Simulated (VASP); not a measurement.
Runs of VASP 6.6.1 on BaZrO3. The structure is that of space group Pm-3m (No. 221), or close to it. The cells are those of the table. 

```tsv
task	potentials or basis	cell	cutoff (eV)	second run	gap on the mesh (eV)	pressure (GPa)
single point	VASP PAW PBE potentials, release 64 (Ba_sv, Zr_sv, O)	a = 4.198 Å, 5 atoms	520	-	3.09	-0.9
single point	VASP PAW PBE potentials, release 64 (Ba_sv, Zr_sv, O_h)	a = 4.149 Å, 5 atoms	910	hard_potentials	(a)	(b)
relaxation of cell and atoms	VASP PAW PBE potentials, release 64 (Ba_sv, Zr_sv, O)	relaxed to 15 GPa from a = 4.181 Å, 5 atoms	600	-	3.25	15.0
single point	VASP PAW PBE potentials, release 64 (Ba_sv, Zr_sv, O_h)	a = 4.106 Å, 5 atoms	910	hard_potentials	3.22	11.2
relaxation of cell and atoms	VASP PAW PBE potentials, release 64 (Ba_sv, Zr_sv, O)	relaxed to 10 GPa from a = 4.181 Å, 5 atoms	600	-	3.21	10.0
```

Alike in all rows: level PBEsol; no spin polarisation; k mesh 4 × 4 × 4; smearing gaussian 0.01 eV.

Estimate the missing entries.

(a) 3.17; (b) 5.0.

Caveats: the PAW data sets were made with another functional, which shifts forces and pressure a little; spin-orbit coupling is left out, which moves the levels of the heavy elements; the cutoff is under 1.25 times the usual one of these potentials, so pressure, stress and relaxed cells hold a basis-set (Pulay) error (some runs); the cell is relaxed towards a set pressure, so the enthalpy falls and the energy may rise (some runs).

A k mesh can miss the band edges, and the runs leave out spin-orbit coupling on Ba, Zr.
